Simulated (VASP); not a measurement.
Write the native input for VASP 6.6.1 that does the following.

- Task: single point
- Functional: LDA
- Potentials or basis: VASP PAW LDA potentials, release 64 (Ba_sv, Ti_sv, O)
- Cutoff: 600 eV
- k mesh: 7 × 7 × 3
- Occupations: gaussian, width 0.05 eV
- Spin: no spin polarisation
- Dipole correction: no
- Further INCAR settings: ALGO = Normal; EDIFF = 1e-06; NBANDS = 73

The structure of BaTiO3 lies in POSCAR:

```
BaTiO3
1.0
    2.7879170996     -1.6096046879     -2.2805008955
    0.0000000000      3.2192093758     -2.2805008955
   11.5476741225      6.6670527632      9.4364042136
Ba Ti O
3 3 9
Direct
    0.9985510636      0.9985510636      0.6652752158
    0.9992238812      0.9992238812      0.1822593375
    0.9988874724      0.9988874724      0.4237672767
    0.4905731474      0.4905731474      0.0636344953
    0.4902367386      0.4902367386      0.3051424344
    0.4899003299      0.4899003299      0.5466503736
    0.5088850102      0.0131429885      0.0592135223
    0.5085486014      0.0128065797      0.3007214614
    0.5082121927      0.0124701710      0.5422294006
    0.0131429885      0.5088850102      0.0592135223
    0.0128065797      0.5085486014      0.3007214614
    0.0124701710      0.5082121927      0.5422294006
    0.5087182382      0.5087182382      0.1789391563
    0.5083818295      0.5083818295      0.4204470954
    0.5080454207      0.5080454207      0.6619550346
```

This cell differs from its parent crystal: the distance across one plane changed.

These files were run (other wordings do the same):

INCAR

```
SYSTEM = BaTiO3
PREC = Accurate
ENCUT = 600
EDIFF = 1E-6
ISMEAR = 0
SIGMA = 0.05
LREAL = .FALSE.
LASPH = .TRUE.
NELM = 120
ALGO = Normal
ISIF = 2
LWAVE = .FALSE.
LCHARG = .FALSE.
GGA = CA
NBANDS = 73
GGA_COMPAT = .FALSE.
```

KPOINTS

```
regular mesh
0
G
  7 7 3
  0 0 0
```

Potentials or basis: VASP PAW LDA potentials, release 64 (Ba_sv, Ti_sv, O).

The run is started by

```console
$ cat potpaw_LDA.64/Ba_sv/POTCAR potpaw_LDA.64/Ti_sv/POTCAR potpaw_LDA.64/O/POTCAR > POTCAR
$ mpirun -np 1 vasp_std > vasp.out
```

Results of the run:

The pressure is -1.8 GPa. The largest force is 1.514 eV/Å and the band gap on the k mesh is 0.18 eV (least direct gap 0.90 eV).

Caveat: the cell differs from its parent crystal (the distance across one plane changed); semilocal functionals underestimate gaps, and a narrow one can read as zero; spin-orbit coupling is left out, which moves the levels of the heavy elements; forces of over 1 eV/Å act on the atoms, so gaps and moduli don't describe the material at rest.

It took 17 min on 1 thread of Intel(R) Xeon(R) 6975P-C (Granite Rapids) (shared host), peak memory 0.83 GiB.
